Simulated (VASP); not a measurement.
Input of a VASP 6.6.1 run:

POSCAR

```
CuO
1.0
    0.0000000000      2.3272527300      2.3272527300
    2.3272527300      0.0000000000      2.3272527300
    2.3272527300      2.3272527300      0.0000000000
Cu O
1 1
Direct
    0.0000000000      0.0000000000      0.0000000000
    0.2500000000      0.2500000000      0.2500000000
```

File INCAR.step1:

```
PREC = Accurate
ENCUT = 520
EDIFF = 1E-5
ISMEAR = -1
SIGMA = 0.05
LREAL = False
LASPH = True
NELM = 100
ALGO = Normal
ISIF = 2
LWAVE = True
LCHARG = False
GGA = PE
NBANDS = 16
```

Contents of INCAR.step2:

```
PREC = Accurate
ENCUT = 520
EDIFF = 1E-6
ISMEAR = -1
SIGMA = 0.05
LREAL = False
LASPH = True
NELM = 100
ALGO = Normal
ISIF = 2
LWAVE = False
LCHARG = False
GGA = PE
LHFCALC = True
HFSCREEN = 0.2079
PRECFOCK = Normal
ISTART = 1
NBANDS = 16
```

KPOINTS

```
regular mesh
0
Gamma
  6 6 6
```

Potentials or basis: VASP PAW PBE potentials, release 64 (Cu, O).

Run with:

```sh
$ cat potpaw_PBE.64/Cu/POTCAR potpaw_PBE.64/O/POTCAR > POTCAR
$ cp INCAR.step1 INCAR
$ mpirun -np 1 vasp_std > vasp.out
$ cp INCAR.step2 INCAR
$ mpirun -np 1 vasp_std > vasp.out
```

Q: Estimate the pressure.

A: -13.0 GPa.

Q: What does it give for the band gap on the k mesh?

A: Zero (an odd number of electrons rules out a gap without spin polarisation).

Caveat: the k points lie up to 0.39 Å⁻¹ apart, too coarse for converged energies and pressures of a metal; the PAW data sets were made with another functional, which shifts forces and pressure a little; an odd number of electrons without spin polarisation forces a metal; a magnetic or distorted state may lie lower.
